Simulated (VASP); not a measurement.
Ga3AsN2, 6 atoms in the cell. The structure is trigonal, space group P3m1 (No. 156). The conventional cell has a = 3.613 Å, b = 3.613 Å, c = 8.851 Å, α = 90.00°, β = 90.00°, γ = 120.00°. Ga (site symmetry 3m) has 3 As at 2.21 Å and 1 N at 2.21 Å within 2.9 Å. Ga (site symmetry 3m) has 3 N at 2.21 Å and 1 As at 2.21 Å within 2.9 Å. Ga (site symmetry 3m) has 4 N at 2.21 Å within 2.9 Å. Within 2.9 Å of As (site symmetry 3m) lie 4 Ga at 2.21 Å. N (site symmetry 3m) has 4 Ga at 2.21 Å within 2.9 Å. N (site symmetry 3m) has 4 Ga at 2.21 Å within 2.9 Å. 

| Property | Result |
| --- | --- |
| Program | VASP 6.6.1 |
| Task | relaxation of cell and atoms |
| Functional | PBE |
| Potentials or basis | VASP PAW PBE potentials, release 64 (Ga_d, As, N) |
| Cutoff | 600 eV |
| k mesh | 6 × 6 × 2 |
| Occupations | gaussian, width 0.1 eV |
| Spin | no spin polarisation |
| Dipole correction | no |
| Further INCAR settings | ALGO = Normal; EDIFF = 1e-07; IBRION = 2; EDIFFG = -0.04; NSW = 90; ISIF = 3 |

Potentials or basis: VASP PAW PBE potentials, release 64 (Ga_d, As, N).

The run is started by

```bash
$ cat potpaw_PBE.64/Ga_d/POTCAR potpaw_PBE.64/As/POTCAR potpaw_PBE.64/N/POTCAR > POTCAR
$ mpirun -np 1 vasp_std > vasp.out
```

Hardware: 1 thread of AMD EPYC 9R45 96-Core Processor (Zen 5), on a shared host.

Problem. How long does it take, and how much memory?

Solution. Wall time 5.8 min on 1 thread of AMD EPYC 9R45 96-Core Processor (Zen 5), on a shared host, peak memory 0.25 GiB. Counts: scf iterations 116, k points 14, ion steps 11.
